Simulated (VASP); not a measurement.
CdF2:

```xyz
3
Lattice="0.0000 2.7222 2.7222 2.7222 0.0000 2.7222 2.7222 2.7222 0.0000" Properties=species:S:1:pos:R:3 pbc="T T T"
Cd    0.0000    0.0000    0.0000
F     1.3611    1.3611    1.3611
F     4.0834    4.0834    4.0834
```

```yaml
Program: VASP 6.6.1
Task: relaxation of cell and atoms
Functional: PBEsol
Potentials_or_basis: VASP PAW PBE potentials, release 64 (Cd, F)
Cutoff: 600 eV
k_mesh: 8 × 8 × 8
Occupations: gaussian, width 0.02 eV
Spin: no spin polarisation
```

At the start: pressure -2.8 GPa; volume 13.45 Å³/atom.

How do energy, volume and symmetry change on relaxing?

Over 3 steps the energy falls by 3.5 meV/atom and the volume is 13.07 Å³/atom (-2.8 %); space group Fm-3m (No. 225, to 0.05 Å).

Step by step:
```csv
step,energy change (eV),largest force (eV/Å),pressure (GPa),volume (Å³)
1,0.0000,0.0000,-2.84,40.35
2,-0.0098,0.0000,0.72,38.97
3,-0.0104,0.0000,0.00,39.22
```

Final structure:
```cif
data_structure
_symmetry_space_group_name_H-M 'P 1'
_symmetry_Int_Tables_number 1
_cell_length_a 3.8137
_cell_length_b 3.8137
_cell_length_c 3.8137
_cell_angle_alpha 60.000
_cell_angle_beta 60.000
_cell_angle_gamma 60.000
_cell_volume 39.22
loop_
_atom_site_label
_atom_site_type_symbol
_atom_site_fract_x
_atom_site_fract_y
_atom_site_fract_z
_atom_site_occupancy
Cd1 Cd 0.00000 0.00000 0.00000 1
F1 F 0.25000 0.25000 0.25000 1
F2 F 0.75000 0.75000 0.75000 1
```

Caveat: the PAW data sets were made with another functional, which shifts forces and pressure a little.
